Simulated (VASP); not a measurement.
Pb:

```xyz
2
Lattice="3.4800 0.0000 0.0000 -1.7400 3.0138 0.0000 0.0000 0.0000 5.5900" Properties=species:S:1:pos:R:3 pbc="T T T"
Pb    0.0000    2.0092    1.3975
Pb    1.7400    1.0046    4.1925
```

This isn't the form of Pb at room conditions, which is fcc.

Base run:

| Property | Result |
| --- | --- |
| Program | VASP 6.6.1 |
| Functional | LDA |
| Potentials or basis | VASP PAW LDA potentials, release 64 (Pb_d) |
| Cutoff | 520 eV |
| k mesh | 14 × 14 × 8 |
| Occupations | fermi-dirac, width 0.08 eV |
| Spin | no spin polarisation |

Its results: band gap on the k mesh zero (bands 14 and 15 overlap by 7.36 eV); pressure -0.6 GPa.

Question: The run is repeated on the same cell with these changes: functional from LDA to PBEsol; potentials or basis from VASP PAW LDA potentials, release 64 (Pb_d) to VASP PAW PBE potentials, release 64 (Pb_d). What comes out?

Answer: Band gap on the k mesh zero (bands 14 and 15 overlap by 7.43 eV); pressure 0.9 GPa.

Caveats: spin-orbit coupling is left out, which moves the levels of the heavy elements; the PAW data sets were made with another functional, which shifts forces and pressure a little (at least some runs).
